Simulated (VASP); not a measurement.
Runs of VASP 6.6.1 on Au. The structure is that of space group Fm-3m (No. 225), or close to it. The cells are those of the table. 

```csv
task,cell,k mesh,cutoff (eV),smearing,gap on the mesh (eV),pressure (GPa)
single point,"a = 2.915 Å, angles 60.0°, 1 atom",13 × 13 × 13,520,gaussian 0.6 eV,none,0.5
single point,"a = 2.915 Å, angles 60.0°, 1 atom",13 × 13 × 13,520,gaussian 1 eV,none,(b)
single point,"a = 2.915 Å, angles 60.0°, 1 atom",13 × 13 × 13,520,gaussian 0.03 eV,none,0.1
relaxation of cell and atoms,"relaxed from a = 2.884 Å, angles 60.0°, 1 atom",13 × 13 × 13,600,fermi-dirac 0.1 eV,none,0.0
single point,"a = 2.915 Å, angles 60.0°, 1 atom",13 × 13 × 13,520,gaussian 0.01 eV,none,0.1
single point,"a = 2.915 Å, angles 60.0°, 1 atom",13 × 13 × 13,520,gaussian 0.3 eV,none,(a)
single point,"a = 2.954 Å, angles 60.0°, 1 atom",22 × 22 × 22,520,fermi-dirac 0.1 eV,none,-5.0
single point,"a = 2.915 Å, angles 60.0°, 1 atom",13 × 13 × 13,520,methfessel-paxton 0.1 eV,none,0.1
single point,"a = 2.915 Å, angles 60.0°, 1 atom",13 × 13 × 13,520,fermi-dirac 0.03 eV,none,0.1
single point,"a = 2.915 Å, angles 60.0°, 1 atom",13 × 13 × 13,520,gaussian 0.1 eV,none,0.1
single point,"a = 2.915 Å, angles 60.0°, 1 atom",13 × 13 × 13,520,fermi-dirac 0.3 eV,none,0.6
```

Alike in all rows: level r2SCAN; potentials or basis VASP PAW PBE potentials, release 64 (Au); no spin polarisation.

Fill in the values left out.

(a) 0.3; (b) 0.8.

Caveats: the PAW data sets were made with another functional, which shifts forces and pressure a little; spin-orbit coupling is left out, which moves the levels of the heavy elements.

A k mesh can miss the band edges, and the runs leave out spin-orbit coupling on Au.

A gap of «none» marks levels without a gap at the run's occupations.
